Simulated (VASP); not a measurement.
Write the native input for VASP 6.6.1 that does the following.

- Task: single point
- Functional: LDA
- Potentials or basis: VASP PAW LDA potentials, release 64 (Cs_sv, H)
- Cutoff: 520 eV
- k mesh: 6 × 6 × 6
- Occupations: gaussian, width 0.02 eV
- Spin: no spin polarisation
- Dipole correction: no
- Further INCAR settings: ALGO = Normal; EDIFF = 1e-06; NBANDS = 18

The structure of CsH lies in POSCAR:

```
CsH
1.0
    3.2341853249      3.2341853249      0.0000000000
   -3.2341853249      3.2341853249      0.0000000000
    0.0000000000      0.0000000000      6.4683706497
Cs H
2 2
Direct
    0.0000000000      0.0000000000      0.0000000000
    0.5000000000      0.5000000000      0.5000000000
    0.5000000000      0.5000000000      0.0000000000
    0.0000000000      0.0000000000      0.5000000000
```

This cell differs from its parent crystal: equal strain along all axes, cell held: +6.0 %.

The input as run:

INCAR

```
ALGO = Normal
EDIFF = 1E-6
ENCUT = 520
GGA = CA
ISIF = 2
ISMEAR = 0
LASPH = T
LCHARG = F
LREAL = F
LWAVE = F
NBANDS = 18
NELM = 100
PREC = Accurate
SIGMA = 0.02
```

KPOINTS

```
k-points
0
Gamma
  6 6 6
```

Potentials or basis: VASP PAW LDA potentials, release 64 (Cs_sv, H).

Command:

```bash
$ cat potpaw_LDA.64/Cs_sv/POTCAR potpaw_LDA.64/H/POTCAR > POTCAR
$ mpirun -np 1 vasp_std > vasp.out
```

Results of the run:

```yaml
Pressure: -1.5 GPa
Band_gap_on_the_k_mesh: 1.99 eV
```

Caveat: the cell differs from its parent crystal (equal strain along all axes, cell held: +6.0 %); spin-orbit coupling is left out, which moves the levels of the heavy elements.

Wall time 50 s on 1 thread of Intel(R) Xeon(R) Platinum 8488C (Sapphire Rapids) (shared host), peak memory 0.24 GiB.
